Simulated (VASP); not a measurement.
The system is C.

```
C
1.0
     3.44549    0.00000    0.00000
     0.00000    3.44549    0.00000
     0.00000    0.00000    4.17987
C
4
Direct
  0.19791 0.50000 0.00000
  0.80209 0.50000 0.00000
  0.50000 0.19791 0.00000
  0.50000 0.80209 0.00000
```

| Item | Value |
| --- | --- |
| Program | VASP 6.6.1 |
| Task | relaxation of cell and atoms |
| Functional | PBE |
| Potentials or basis | VASP PAW PBE potentials, release 64 (C) |
| Cutoff | 600 eV |
| k mesh | 6 × 6 × 4 |
| Occupations | gaussian, width 0.1 eV |
| Spin | no spin polarisation |

At the start: pressure -0.1 GPa; volume 12.41 Å³/atom.

Problem. How do energy, volume and symmetry change on relaxing?

Solution. Over 3 steps the energy falls by 2.3 meV/atom; space group P4/mmm (No. 123, to 0.05 Å).

Step by step:
```tsv
step	energy change (eV)	largest force (eV/Å)	pressure (GPa)	volume (Å³)
1	0.0000	0.7582	-0.11	49.62
2	0.2152	3.7612	2.23	49.56
3	-0.0091	0.0380	-0.09	49.61
```

Final structure:
```
C
1.0
     3.44552    0.00000    0.00000
     0.00000    3.44552    0.00000
     0.00000    0.00000    4.17894
C
4
Direct
  0.19975 0.50000 0.00000
  0.80025 0.50000 0.00000
  0.50000 0.19975 0.00000
  0.50000 0.80025 0.00000
```

Caveat: the k points lie up to 0.38 Å⁻¹ apart in the final cell; this functional lacks dispersion, which binds the layers, so the pressure and a relaxed spacing across them are unreliable.
